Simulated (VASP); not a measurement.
A run of VASP 6.6.1:

INCAR

```
PREC = Accurate ; ENCUT = 520
EDIFF = 1E-6 ; ISMEAR = -1
SIGMA = 0.02 ; LREAL = False
LASPH = True ; NELM = 80
ALGO = Normal ; ISIF = 2
LWAVE = False ; LCHARG = True
GGA = PE ; LELF = True
LVHAR = True ; NBANDS = 44
```

The input KPOINTS:

```
regular mesh
0
Gamma
  5 5 3
```

Contents of POSCAR:

```
SiO2
1.0
    4.9930000000      0.0000000000      0.0000000000
    0.0000000000      4.9930000000      0.0000000000
    0.0000000000      0.0000000000      7.0050000000
Si O
4 8
Direct
    0.3024106548      0.3024106548      0.0000000000
    0.1975893452      0.8024106548      0.2500000000
    0.6975893452      0.6975893452      0.5000000000
    0.8024106548      0.1975893452      0.7500000000
    0.2377646201      0.1108936539      0.1819502254
    0.3891063461      0.7377646201      0.4319502254
    0.7622353799      0.8891063461      0.6819502254
    0.6108936539      0.2622353799      0.9319502254
    0.7377646201      0.3891063461      0.5680497746
    0.8891063461      0.7622353799      0.3180497746
    0.2622353799      0.6108936539      0.0680497746
    0.1108936539      0.2377646201      0.8180497746
```

Potentials or basis: VASP PAW PBE potentials, release 64 (Si, O).

Launch:

```bash
$ cat potpaw_PBE.64/Si/POTCAR potpaw_PBE.64/O/POTCAR > POTCAR
$ mpirun -np 1 vasp_std > vasp.out
```

Hardware: 1 thread of Intel(R) Xeon(R) Platinum 8488C (Sapphire Rapids), on a shared host.

Task: Estimate the wall time of this run.

Result: Run time: 70 s on 1 thread of Intel(R) Xeon(R) Platinum 8488C (Sapphire Rapids) (shared host), peak memory 0.29 GiB. Counts: scf iterations 14, k points 12.
